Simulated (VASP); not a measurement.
# Sr (P6_3/mmc) in VASP: a series of runs

Aim: see how the results for Sr move with the level of theory and the settings. Levels: r2SCAN, PBE. Tasks: single point, relaxation of cell and atoms.

Everything below comes from runs of VASP 6.6.1. Logs are shortened: lines on timing, memory, paths and dates and some standing lists are left out, and cuts for length are marked.

**1. The cell of the first run**

Symmetry: P6_3/mmc, No. 194, hexagonal system. Conventional cell: a = 4.311 Å, b = 4.311 Å, c = 7.099 Å, α = 90.00°, β = 90.00°, γ = 120.00°. Within 5.7 Å of Sr (site symmetry -6m2) lie 12 Sr at 4.31 to 4.34 Å.

**2. Single point, r2SCAN**

POSCAR reads:

```
Sr
1.0
    4.3108282114      0.0000000000      0.0000000000
   -2.1554141057      3.7332867425      0.0000000000
    0.0000000000      0.0000000000      7.0994199550
Sr
2
Direct
    0.3333333333      0.6666666667      0.7500000000
    0.6666666667      0.3333333333      0.2500000000
```

INCAR.step1 reads:

```
SYSTEM = Sr
  PREC = Accurate
  ENCUT = 520
  ISMEAR = 0
  SIGMA = 0.05
  LREAL = .FALSE.
  LASPH = .TRUE.
  NELM = 100
  NBANDS = 17
  GGA = PE
  ALGO = Normal
  EDIFF = 1E-4
  LWAVE = .TRUE.
  LCHARG = .FALSE.
```

INCAR.step2 reads:

```
SYSTEM = Sr
  PREC = Accurate
  ENCUT = 520
  EDIFF = 1E-6
  ISMEAR = 0
  SIGMA = 0.05
  LREAL = .FALSE.
  LASPH = .TRUE.
  NELM = 100
  ALGO = Normal
  ISIF = 2
  LWAVE = .FALSE.
  LCHARG = .TRUE.
  METAGGA = R2SCAN
  LMIXTAU = .TRUE.
  LELF = .TRUE.
  LVHAR = .TRUE.
  NBANDS = 17
  ISTART = 1
```

KPOINTS reads:

```
Automatic mesh
0
G
  12 12 6
  0 0 0
```

Potentials or basis: VASP PAW PBE potentials, release 64 (Sr_sv).

Started as:

```sh
cat potpaw_PBE.64/Sr_sv/POTCAR > POTCAR
cp INCAR.step1 INCAR
mpirun -np 1 vasp_std > vasp.out
cp INCAR.step2 INCAR
mpirun -np 1 vasp_std > vasp.out
```

OUTCAR:

```text
SYSTEM = Sr
   PREC = Accurate
   ENCUT = 520
   EDIFF = 1E-6
   ISMEAR = 0
   LREAL = .FALSE.
   LASPH = .TRUE.
   NELM = 100
   ISIF = 2
   METAGGA = R2SCAN
   ISTART = 1

 ion  position               nearest neighbor table
   1  0.333  0.667  0.750-   2 4.34   2 4.34   2 4.34   2 4.34   2 4.34   2 4.34
   2  0.667  0.333  0.250-   1 4.34   1 4.34   1 4.34   1 4.34   1 4.34   1 4.34

  LATTYP: Found a hexagonal cell.
 ALAT       =     4.3108282114
 C/A-ratio  =     1.6468807400

  Lattice vectors:

 A1 = (   4.3108282114,   0.0000000000,   0.0000000000)
 A2 = (  -2.1554141057,   3.7332867425,   0.0000000000)
 A3 = (   0.0000000000,   0.0000000000,   7.0994199550)

Analysis of symmetry for initial positions (statically):
=====================================================================
 Subroutine PRICEL returns:
 Original cell was already a primitive cell.

 Routine SETGRP: Setting up the symmetry group for a
 hexagonal supercell.

 Subroutine GETGRP returns: Found 24 space group operations
 (whereof 12 operations were pure point group operations)
 out of a pool of 24 trial point group operations.

The static configuration has the point symmetry D_3d.
 The point group associated with its full space group is D_6h.

Analysis of symmetry for dynamics (positions and initial velocities):
=====================================================================
 Subroutine PRICEL returns:
 Original cell was already a primitive cell.

 Routine SETGRP: Setting up the symmetry group for a
 hexagonal supercell.

 Subroutine GETGRP returns: Found 24 space group operations
 (whereof 12 operations were pure point group operations)
 out of a pool of 24 trial point group operations.

The dynamic configuration has the point symmetry D_3d.
 The point group associated with its full space group is D_6h.

 Subroutine INISYM returns: Found 24 space group operations
 (whereof 12 operations are pure point group operations),
 and found     1 'primitive' translations

----------------------------------------------------------------------------------------

                                     Primitive cell

  volume of cell :     114.2549

  direct lattice vectors                    reciprocal lattice vectors
     4.310828211  0.000000000  0.000000000     0.231973985  0.133930243  0.000000000
    -2.155414106  3.733286742  0.000000000     0.000000000  0.267860486  0.000000000
     0.000000000  0.000000000  7.099419955     0.000000000  0.000000000  0.140856578

  length of vectors
     4.310828211  4.310828211  7.099419955     0.267860486  0.267860486  0.140856578

  position of ions in fractional coordinates (direct lattice)
     0.333333333  0.666666667  0.750000000
     0.666666667  0.333333333  0.250000000

  ion indices of the primitive-cell ions
   primitive index   ion index
                 1           1
                 2           2

----------------------------------------------------------------------------------------

 KPOINTS: Automatic mesh

Automatic generation of k-mesh.
 Grid dimensions read from file:
 generate k-points for:   12   12    6

 Generating k-lattice:

  Cartesian coordinates                     Fractional coordinates (reciprocal lattice)
     0.019331165  0.011160854  0.000000000     0.083333333  0.000000000  0.000000000
     0.000000000  0.022321707  0.000000000     0.000000000  0.083333333  0.000000000
     0.000000000  0.000000000  0.023476096     0.000000000  0.000000000  0.166666667

  Length of vectors
     0.022321707  0.022321707  0.023476096

  Shift w.r.t. Gamma in fractional coordinates (k-lattice)
     0.000000000  0.000000000  0.000000000

 Subroutine IBZKPT returns following result:
 ===========================================

 Found     76 irreducible k-points:

 Following reciprocal coordinates:
            Coordinates               Weight
  0.000000  0.000000  0.000000      1.000000
  0.083333  0.000000  0.000000      6.000000
  0.166667  0.000000  0.000000      6.000000
  0.250000  0.000000  0.000000      6.000000
[... 51 lines left out ...]
      6     -17.9442      2.00000
[... 9 lines left out ...]
     16       5.7404      0.00000
     17       6.1647      0.00000

 k-point     7 :       0.5000    0.0000    0.0000
  band No.  band energies     occupation
      1     -36.6026      2.00000
      2     -36.5985      2.00000
      3     -18.0475      2.00000
      4     -18.0204      2.00000
      5     -17.9700      2.00000
      6     -17.9468      2.00000
[... 9 lines left out ...]
     16       6.0463      0.00000
     17       6.6830      0.00000

 k-point     8 :       0.0833    0.0833    0.0000
  band No.  band energies     occupation
      1     -36.6132      2.00000
      2     -36.6021      2.00000
      3     -18.0373      2.00000
      4     -17.9310      2.00000
      5     -17.9191      2.00000
      6     -17.9055      2.00000
[... 9 lines left out ...]
     16       4.5411      0.00000
     17       4.7535      0.00000
[... 203 lines left out ...]
      1     -36.5994      2.00000
      2     -36.5994      2.00000
      3     -18.0165      2.00000
      4     -17.9925      2.00000
      5     -17.9925      2.00000
      6     -17.9655      2.00000
[... 9 lines left out ...]
     16       5.5034      0.00000
     17       5.5034      0.00000

 k-point    20 :       0.0000    0.0000    0.1667
  band No.  band energies     occupation
      1     -36.6146      2.00000
      2     -36.6040      2.00000
      3     -18.0375      2.00000
      4     -17.9042      2.00000
      5     -17.9042      2.00000
      6     -17.8854      2.00000
[... 9 lines left out ...]
     16       4.4178      0.00000
     17       5.2264      0.00000

 k-point    21 :       0.0833    0.0000    0.1667
  band No.  band energies     occupation
      1     -36.6139      2.00000
      2     -36.6036      2.00000
      3     -18.0342      2.00000
      4     -17.9133      2.00000
      5     -17.9070      2.00000
      6     -17.8975      2.00000
[... 9 lines left out ...]
     16       4.4950      0.00000
     17       5.1299      0.00000

 k-point    22 :       0.1667    0.0000    0.1667
  band No.  band energies     occupation
      1     -36.6118      2.00000
      2     -36.6025      2.00000
      3     -18.0252      2.00000
      4     -17.9379      2.00000
      5     -17.9240      2.00000
      6     -17.9146      2.00000
[... 9 lines left out ...]
     16       4.6487      0.00000
     17       4.9248      0.00000

 k-point    23 :       0.2500    0.0000    0.1667
  band No.  band energies     occupation
      1     -36.6089      2.00000
      2     -36.6010      2.00000
      3     -18.0150      2.00000
      4     -17.9692      2.00000
      5     -17.9579      2.00000
      6     -17.9247      2.00000
[... 9 lines left out ...]
     16       4.8796      0.00000
     17       5.0022      0.00000

 k-point    24 :       0.3333   -0.0000    0.1667
  band No.  band energies     occupation
      1     -36.6058      2.00000
      2     -36.5997      2.00000
      3     -18.0225      2.00000
      4     -17.9955      2.00000
      5     -17.9757      2.00000
      6     -17.9345      2.00000
[... 9 lines left out ...]
     16       5.2965      0.00000
     17       5.3709      0.00000

 [... further k-points ...]
[... 5 lines left out ...]
  --------------------------------------------------------------------------------------
  -------------------------------------------------------------------------------------
  Total       -0.0080135     -0.0080135      0.0706530      0.0000000      0.0000000     -0.0000000
  in kB       -0.1123719     -0.1123719      0.9907548      0.0000000      0.0000000     -0.0000000
  external PRESSURE =       0.2553370 kB  Pullay stress =       0.0000000 kB

 VOLUME and BASIS-vectors are now :
 -----------------------------------------------------------------------------
  energy-cutoff  :      520.00
  volume of cell :      114.25
      direct lattice vectors                 reciprocal lattice vectors
     4.310828211  0.000000000  0.000000000     0.231973985  0.133930243  0.000000000
    -2.155414106  3.733286742  0.000000000     0.000000000  0.267860486  0.000000000
     0.000000000  0.000000000  7.099419955     0.000000000  0.000000000  0.140856578

 POSITION                                       TOTAL-FORCE (eV/Angst)
 -----------------------------------------------------------------------------------
     -0.00000      2.48886      5.32456        -0.000000      0.000000      0.000000
      2.15541      1.24443      1.77485         0.000000     -0.000000      0.000000
 -----------------------------------------------------------------------------------
    total drift:                               -0.000000      0.000000     -0.000000

  FREE ENERGIE OF THE ION-ELECTRON SYSTEM (eV)
  ---------------------------------------------------
  free  energy   TOTEN  =       -30.1937340601 eV

  energy  without entropy=      -30.1916227689  energy(sigma->0) =      -30.19267841
```

It took 2.6 min on 1 thread of Intel Xeon 6975P-C (Granite Rapids), shared host; peak memory 0.31 GiB.

Results:

```yaml
Free_energy: -30.1937 eV
Pressure: 0.0 GPa
Band_gap_on_the_k_mesh: zero (band 10 reaches 1.72 eV, above the bottom of band 11 at 1.33 eV)
```

Levels at points of the mesh, in eV from the Fermi level:
| k point | band 8 | band 9 | band 10 | band 11 | band 12 | band 13 |
| --- | --- | --- | --- | --- | --- | --- |
| (0.00, 0.00, 0.00) | -19.38 | -3.81 | -1.11 | -0.15 | 2.55 | 2.58 |
| (0.50, 0.00, 0.00) | -19.41 | -1.11 | -0.63 | 0.13 | 0.33 | 1.36 |
| (0.00, 0.00, 0.50) | -19.40 | -2.86 | -2.86 | 1.40 | 1.40 | 2.59 |
| (0.50, 0.00, 0.50) | -19.43 | -0.76 | -0.76 | 0.15 | 0.15 | 1.49 |

Caveat: the PAW data sets were made with another functional, which shifts forces and pressure a little.

**3. Single point, PBE**

This run uses another cell than the first one, of 56.19 Å³/atom, 0.984 times its volume.

INCAR reads:

```
SYSTEM = Sr
PREC = Accurate ; ENCUT = 520
EDIFF = 1E-7 ; ISMEAR = 0
SIGMA = 0.05 ; LREAL = .False.
LASPH = .True. ; NELM = 100
ALGO = Normal ; ISIF = 2
LWAVE = .False. ; LCHARG = .False.
GGA = PE ; NBANDS = 17
```

KPOINTS reads:

```
Automatic mesh
0
Gamma
  6 6 4
  0 0 0
```

POSCAR reads:

```
Sr
1.0
    4.2989100319      0.0000000000      0.0000000000
   -2.1494550159      3.7229652962      0.0000000000
    0.0000000000      0.0000000000      7.0215530521
Sr
2
Direct
    0.3333333333      0.6666666667      0.7500000000
    0.6666666667      0.3333333333      0.2500000000
```

Potentials or basis: VASP PAW PBE potentials, release 64 (Sr_sv).

Started as:

```sh
cat potpaw_PBE.64/Sr_sv/POTCAR > POTCAR
mpirun -np 1 vasp_std > vasp.out
```

Run time: 14 s. Hardware: 1 thread of Intel Xeon 6975P-C (Granite Rapids), shared host; peak memory 0.22 GiB.

The run converged. Its results:

```yaml
Free_energy: -3.2436 eV
Pressure: -0.1 GPa
Band_gap_on_the_k_mesh: zero (band 10 reaches 1.64 eV, above the bottom of band 11 at 1.40 eV)
```

Stress tensor (GPa, compression positive):
```
-0.09  0.00  0.00
 0.00 -0.09  0.00
 0.00  0.00 -0.23
```

Levels at points of the mesh, in eV from the Fermi level:
```tsv
k point	band 8	band 9	band 10	band 11	band 12	band 13
(0.00, 0.00, 0.00)	-18.56	-3.63	-1.13	0.02	2.27	2.27
(0.50, 0.00, 0.00)	-18.58	-1.12	-0.56	0.08	0.24	1.28
(0.00, 0.00, 0.50)	-18.57	-2.70	-2.70	1.26	1.26	2.27
(0.50, 0.00, 0.50)	-18.60	-0.80	-0.80	0.22	0.22	1.31
```

**4. Relaxation of cell and atoms, PBE**

This run uses another cell than the first one, of 56.19 Å³/atom, 0.984 times its volume.

INCAR reads:

```
SYSTEM = Sr
ALGO = Normal
EDIFF = 1E-6
EDIFFG = -0.03
ENCUT = 600
GGA = PE
IBRION = 2
ISIF = 3
ISMEAR = 0
LASPH = .True.
LCHARG = .False.
LREAL = .False.
LWAVE = .False.
NELM = 100
NSW = 80
PREC = Accurate
SIGMA = 0.05
```

KPOINTS reads:

```
k-points
0
Gamma
  6 6 4
  0 0 0
```

POSCAR is that of step 3.

Started as:

```sh
cat potpaw_PBE.64/Sr_sv/POTCAR > POTCAR
mpirun -np 1 vasp_std > vasp.out
```

Wall time 79 s (1 thread of Intel Xeon 6975P-C (Granite Rapids), shared host); peak memory 0.27 GiB.

Results (log left out):

```yaml
Free_energy: -3.2460 eV
Relaxed_volume: 55.41 Å³/atom
Relaxed_cell: a = 4.319 Å, b = 4.319 Å, c = 6.860 Å, α = 90.00°, β = 90.00°, γ = 120.00°
Space_group_after_relaxing_to_0.05_Å: P6_3/mmc (No. 194)
Energy_gained_by_relaxing: 1.2 meV/atom
Ionic_steps: 9
Pressure_after_relaxing: 0.0 GPa
Band_gap_on_the_k_mesh: zero (band 10 reaches 1.67 eV, above the bottom of band 11 at 1.42 eV)
```

The path:
```
step  energy change (eV)  largest force (eV/Å)  pressure (GPa)  volume (Å³)
   1              0.0000                0.0000           -0.13       112.38
   2             -0.0006                0.0000           -0.06       111.63
   3             -0.0008                0.0000            0.11       109.89
   4             -0.0010                0.0000            0.05       110.54
   5             -0.0015                0.0000            0.06       110.35
   6             -0.0021                0.0000            0.11       109.77
   7             -0.0022                0.0000            0.09       110.00
   8             -0.0022                0.0000            0.09       109.95
   9             -0.0025                0.0000            0.00       110.81
```

Final structure:
```yaml
crystal:
  lattice:
    - [4.31894, 0.00000, 0.00000]
    - [-2.15947, 3.74031, 0.00000]
    - [0.00000, 0.00000, 6.85970]
  atoms:
    - { symbol: Sr, position: [0.33333, 0.66667, 0.75000] }
    - { symbol: Sr, position: [0.66667, 0.33333, 0.25000] }
```

Levels at points of the mesh, in eV from the Fermi level:
| k point | band 8 | band 9 | band 10 | band 11 | band 12 | band 13 |
| --- | --- | --- | --- | --- | --- | --- |
| (0.00, 0.00, 0.00) | -18.55 | -3.68 | -1.09 | 0.11 | 2.22 | 2.22 |
| (0.50, 0.00, 0.00) | -18.57 | -1.20 | -0.61 | 0.06 | 0.18 | 1.32 |
| (0.00, 0.00, 0.50) | -18.57 | -2.71 | -2.71 | 1.32 | 1.32 | 2.19 |
| (0.50, 0.00, 0.50) | -18.60 | -0.85 | -0.85 | 0.18 | 0.18 | 1.32 |

**5. Single point, r2SCAN**

This run uses another cell than the first one, of 56.19 Å³/atom, 0.984 times its volume.

POSCAR reads:

```
Sr
1.0
    4.2914515581      0.0000000000      0.0000000000
   -2.1457257790      3.7165060685      0.0000000000
    0.0000000000      0.0000000000      7.0459809537
Sr
2
Direct
    0.3333333333      0.6666666667      0.7500000000
    0.6666666667      0.3333333333      0.2500000000
```

INCAR.step1 is that of step 2.

Edit INCAR.step2 of step 2 so:

```diff
@@ -3,3 +3,3 @@
   ENCUT = 520
-  EDIFF = 1E-6
+  EDIFF = 1E-7
   ISMEAR = 0
```

KPOINTS reads:

```
Automatic mesh
0
G
  12 12 6
  0 0 0
```

Started as:

```sh
cat potpaw_PBE.64/Sr_sv/POTCAR > POTCAR
cp INCAR.step1 INCAR
mpirun -np 1 vasp_std > vasp.out
cp INCAR.step2 INCAR
mpirun -np 1 vasp_std > vasp.out
```

Wall time 2.9 min (1 thread of Intel Xeon 6975P-C (Granite Rapids), shared host); peak memory 0.32 GiB.

The run converged. Its results:

| Item | Value |
| --- | --- |
| Free energy | -30.1918 eV |
| Pressure | 0.2 GPa |
| Band gap on the k mesh | zero (band 10 reaches 1.77 eV, above the bottom of band 11 at 1.38 eV) |

Stress tensor (GPa, compression positive):
```
0.17 0.00 0.00
0.00 0.17 0.00
0.00 0.00 0.40
```

Levels at points of the mesh, in eV from the Fermi level:
| k point | band 7 | band 8 | band 9 | band 10 | band 11 | band 12 | band 13 | band 14 |
| --- | --- | --- | --- | --- | --- | --- | --- | --- |
| (0.00, 0.00, 0.00) | -19.35 | -19.34 | -3.84 | -1.11 | -0.12 | 2.58 | 2.59 | 2.59 |
| (0.50, 0.00, 0.00) | -19.39 | -19.38 | -1.12 | -0.63 | 0.12 | 0.32 | 1.39 | 2.02 |
| (0.00, 0.00, 0.50) | -19.36 | -19.36 | -2.87 | -2.87 | 1.41 | 1.41 | 2.59 | 2.59 |
| (0.50, 0.00, 0.50) | -19.39 | -19.39 | -0.77 | -0.77 | 0.16 | 0.16 | 1.49 | 1.49 |

Caveat: the PAW data sets were made with another functional, which shifts forces and pressure a little.

**6. Single point, r2SCAN**

This run uses another cell than the first one, of 56.41 Å³/atom, 0.988 times its volume.

POSCAR reads:

```
Sr
1.0
    4.2927983206      0.0000000000      0.0000000000
   -2.1463991603      3.7176723989      0.0000000000
    0.0000000000      0.0000000000      7.0697268749
Sr
2
Direct
    0.3333333333      0.6666666667      0.7500000000
    0.6666666667      0.3333333333      0.2500000000
```

INCAR.step1 reads:

```
SYSTEM = Sr
PREC = Accurate
ENCUT = 520
ISMEAR = 0
SIGMA = 0.05
LREAL = .FALSE.
LASPH = .TRUE.
NELM = 100
NBANDS = 17
GGA = PE
ALGO = Normal
EDIFF = 1E-4
LWAVE = .TRUE.
LCHARG = .FALSE.
```

INCAR.step2 reads:

```
SYSTEM = Sr
PREC = Accurate
ENCUT = 520
EDIFF = 1E-6
ISMEAR = 0
SIGMA = 0.05
LREAL = .FALSE.
LASPH = .TRUE.
NELM = 100
ALGO = Normal
ISIF = 2
LWAVE = .FALSE.
LCHARG = .FALSE.
METAGGA = R2SCAN
LMIXTAU = .TRUE.
NBANDS = 17
ISTART = 1
```

KPOINTS is that of step 5.

Potentials or basis: VASP PAW PBE potentials, release 64 (Sr_sv).

Started as:

```sh
cat potpaw_PBE.64/Sr_sv/POTCAR > POTCAR
cp INCAR.step1 INCAR
mpirun -np 1 vasp_std > vasp.out
cp INCAR.step2 INCAR
mpirun -np 1 vasp_std > vasp.out
```

Run time: 2.9 min. Hardware: 1 thread of Intel Xeon 6975P-C (Granite Rapids), shared host; peak memory 0.31 GiB.

The run converged. Its results:

```
Free energy            : -30.1927 eV
Pressure               : 0.2 GPa
Band gap on the k mesh : zero (band 10 reaches 1.75 eV, above the bottom of band 11 at 1.37 eV)
```

Stress tensor (GPa, compression positive):
```
0.14 0.00 0.00
0.00 0.14 0.00
0.00 0.00 0.28
```

Levels at points of the mesh, in eV from the Fermi level:
```tsv
k point	band 7	band 8	band 9	band 10	band 11	band 12	band 13	band 14
(0.00, 0.00, 0.00)	-19.36	-19.35	-3.83	-1.11	-0.13	2.56	2.59	2.59
(0.50, 0.00, 0.00)	-19.39	-19.39	-1.11	-0.62	0.12	0.32	1.38	2.00
(0.00, 0.00, 0.50)	-19.37	-19.37	-2.87	-2.87	1.40	1.40	2.60	2.60
(0.50, 0.00, 0.50)	-19.40	-19.40	-0.76	-0.76	0.16	0.16	1.49	1.49
```

Caveat: the PAW data sets were made with another functional, which shifts forces and pressure a little.

**7. Overview**

```csv
task,level,cell,k mesh,cutoff (eV),gap on the mesh (eV),pressure (GPa)
single point,r2SCAN,"a = 4.311, b = 4.311, c = 7.099 Å, angles 90.0, 90.0, 120.0°, 2 atoms",12 × 12 × 6,520,none,0.0
single point,PBE,"a = 4.299, b = 4.299, c = 7.022 Å, angles 90.0, 90.0, 120.0°, 2 atoms",6 × 6 × 4,520,none,-0.1
relaxation of cell and atoms,PBE,"relaxed from a = 4.299, b = 4.299, c = 7.022 Å, angles 90.0, 90.0, 120.0°, 2 atoms",6 × 6 × 4,600,none,0.0
single point,r2SCAN,"a = 4.291, b = 4.291, c = 7.046 Å, angles 90.0, 90.0, 120.0°, 2 atoms",12 × 12 × 6,520,none,0.2
single point,r2SCAN,"a = 4.293, b = 4.293, c = 7.070 Å, angles 90.0, 90.0, 120.0°, 2 atoms",12 × 12 × 6,520,none,0.2
```

Alike in all rows: potentials or basis VASP PAW PBE potentials, release 64 (Sr_sv); no spin polarisation; smearing gaussian 0.05 eV.

Caveats: the PAW data sets were made with another functional, which shifts forces and pressure a little (some runs).

Absolute energies hang on the potentials; compare differences alone.
